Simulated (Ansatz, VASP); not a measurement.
This is a calculation of Sn for Ansatz 0.2.0.

Contents of input.yaml:

```yaml
crystal:
  lattice:
    - [0.0, 3.2967577782, 3.2967577782]
    - [3.2967577782, 0.0, 3.2967577782]
    - [3.2967577782, 3.2967577782, 0.0]
  atoms:
    - { symbol: Sn, position: [0.75, 0.75, 0.75] }
    - { symbol: Sn, position: [0.5, 0.5, 0.5] }
kpoints:
  mp_grid: { grid: [7, 7, 7] }
scf:
  occupations: { method: fermi_dirac, width: 0.05 }
hamiltonian:
  xc: pbesol
  pseudopotentials: { kind: all_electron, lapw: { basis_error: 0.0005 } }
output:
  forces: true
  stress: true
  eigenvalues: true
```

Potentials or basis: all-electron LAPW, scalar-relativistic.

Launch:

```sh
$ ansatz run input.yaml --threads 1 --pin off --max-ram 3072MiB --backend cpu --events-out ev --progress --plain --runs-dir out
```

Q: Translate it to VASP 6.6.1. Potentials there: VASP PAW PBE potentials, release 64 (Sn_d).

A: As run (the cutoff follows the program's own potentials):

File INCAR:

```
SYSTEM = Sn
  PREC = Accurate
  ENCUT = 520
  EDIFF = 1E-7
  ISMEAR = -1
  SIGMA = 0.05
  LREAL = .False.
  LASPH = .True.
  NELM = 60
  ALGO = Normal
  ISIF = 2
  LWAVE = .False.
  LCHARG = .False.
  GGA = PS
  NBANDS = 21
```

The input KPOINTS:

```
regular mesh
0
Gamma
  7 7 7
  0 0 0
```

POSCAR

```
Sn
1.0
    0.0000000000      3.2967577782      3.2967577782
    3.2967577782      0.0000000000      3.2967577782
    3.2967577782      3.2967577782      0.0000000000
Sn
2
Direct
    0.7500000000      0.7500000000      0.7500000000
    0.5000000000      0.5000000000      0.5000000000
```

Potentials or basis: VASP PAW PBE potentials, release 64 (Sn_d).

Command:

```bash
$ cat potpaw_PBE.64/Sn_d/POTCAR > POTCAR
$ mpirun -np 1 vasp_std > vasp.out
```

Both were run:

|  | VASP | Ansatz | Ansatz less VASP |
| --- | --- | --- | --- |
| gap on the k mesh at the Fermi level (eV) | none | none | - |
| pressure (GPa) | -1.0 | -0.9 | +0.06 |

VASP's potentials were made for PBE, not for PBEsol. A gap of «none» marks a metal or a gap that the smearing closes. Ansatz ran all-electron here, and VASP with PAW potentials.
